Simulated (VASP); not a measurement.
Crystal: NaYCl6.

```
Na Y Cl
1.0
     0.00000    4.74880    4.74880
     4.74880    0.00000    4.74880
     4.74880    4.74880    0.00000
Na Y Cl
1 1 6
Direct
  0.50000 0.50000 0.50000
  0.00000 0.00000 0.00000
  0.75000 0.25000 0.25000
  0.25000 0.75000 0.75000
  0.25000 0.75000 0.25000
  0.75000 0.25000 0.75000
  0.25000 0.25000 0.75000
  0.75000 0.75000 0.25000
```

```yaml
Program: VASP 6.6.1
Task: relaxation of cell and atoms
Functional: PBE
Potentials_or_basis: VASP PAW PBE potentials, release 64 (Na_pv, Y_sv, Cl)
Cutoff: 600 eV
k_mesh: 4 × 4 × 4
Occupations: gaussian, width 0.1 eV
Spin: no spin polarisation
```

At the start: pressure 16.0 GPa; volume 26.77 Å³/atom.

Q: How do energy, volume and symmetry change on relaxing?

A: Over 7 steps the energy falls by 404.5 meV/atom and the volume is 39.17 Å³/atom (+46.3 %); space group Fm-3m (No. 225, to 0.1 Å) before and after.

Step by step:
| step | energy change (eV) | largest force (eV/Å) | pressure (GPa) | volume (Å³) |
| --- | --- | --- | --- | --- |
| 1 | 0.0000 | 1.5313 | 15.96 | 214.18 |
| 2 | -2.7084 | 1.1190 | -1.29 | 307.94 |
| 3 | -2.8720 | 0.8081 | 0.76 | 282.21 |
| 4 | -2.8728 | 0.8461 | 0.51 | 284.72 |
| 5 | -3.0489 | 0.5861 | 0.24 | 292.15 |
| 6 | -3.2316 | 0.0744 | 0.06 | 310.38 |
| 7 | -3.2361 | 0.0032 | 0.07 | 313.34 |

Final structure:
```cif
data_structure
_symmetry_space_group_name_H-M 'P 1'
_symmetry_Int_Tables_number 1
_cell_length_a 7.6239
_cell_length_b 7.6239
_cell_length_c 7.6239
_cell_angle_alpha 60.000
_cell_angle_beta 60.000
_cell_angle_gamma 60.000
_cell_volume 313.34
loop_
_atom_site_label
_atom_site_type_symbol
_atom_site_fract_x
_atom_site_fract_y
_atom_site_fract_z
_atom_site_occupancy
Na1 Na 0.50000 0.50000 0.50000 1
Y1 Y 0.00000 0.00000 0.00000 1
Cl1 Cl 0.75700 0.24300 0.24300 1
Cl2 Cl 0.24300 0.75700 0.75700 1
Cl3 Cl 0.24300 0.75700 0.24300 1
Cl4 Cl 0.75700 0.24300 0.75700 1
Cl5 Cl 0.24300 0.24300 0.75700 1
Cl6 Cl 0.75700 0.75700 0.24300 1
```

Caveat: the volume moved by over 15 % at a fixed basis, so the end points are rough.
